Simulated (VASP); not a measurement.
Wanted: the native input for a VASP 6.6.1 run.

```yaml
Task: dielectric tensor
Functional: PBE
Potentials_or_basis: VASP PAW PBE potentials, release 64 (K_sv, Ta_pv, O)
Cutoff: 520 eV
k_mesh: 5 × 5 × 5
Occupations: gaussian, width 0.01 eV
Spin: no spin polarisation
Dipole_correction: no
Further_INCAR_settings: ALGO = Normal; EDIFF = 1e-08
```

The structure of KTaO3 lies in POSCAR:

```
KTaO3
1.0
    3.9883000000      0.0000000000      0.0000000000
    0.0000000000      3.9883000000      0.0000000000
    0.0000000000      0.0000000000      3.9883000000
K Ta O
1 1 3
Direct
    0.5000000000      0.5000000000      0.5000000000
    0.0000000000      0.0000000000      0.0000000000
    0.5000000000      0.0000000000      0.0000000000
    0.0000000000      0.5000000000      0.0000000000
    0.0000000000      0.0000000000      0.5000000000
```

One way to write it, as run:

INCAR

```
ALGO = Normal
EDIFF = 1E-8
ENCUT = 520
GGA = PE
ISIF = 2
ISMEAR = 0
LASPH = T
LCHARG = F
LEPSILON = T
LREAL = F
LWAVE = F
NELM = 100
PREC = Accurate
SIGMA = 0.01
```

KPOINTS

```
k-points
0
Gamma
  5 5 5
```

Potentials or basis: VASP PAW PBE potentials, release 64 (K_sv, Ta_pv, O).

Run with:

```bash
$ cat potpaw_PBE.64/K_sv/POTCAR potpaw_PBE.64/Ta_pv/POTCAR potpaw_PBE.64/O/POTCAR > POTCAR
$ mpirun -np 1 vasp_std > vasp.out
```

It gave:

```json
{
  "Band gap on the k mesh": "2.28 eV, indirect (least direct gap 2.79 eV)",
  "Electronic dielectric tensor (diagonal)": "5.59",
  "Born charges (mean of the diagonal)": "K +1.17; Ta +8.93; O -3.37 e"
}
```

Caveat: spin-orbit coupling is left out, which moves the levels of the heavy elements.

Wall time 4.4 min on 1 thread of Intel(R) Xeon(R) Platinum 8559C (Emerald Rapids), with other jobs on the host, peak memory 0.23 GiB.
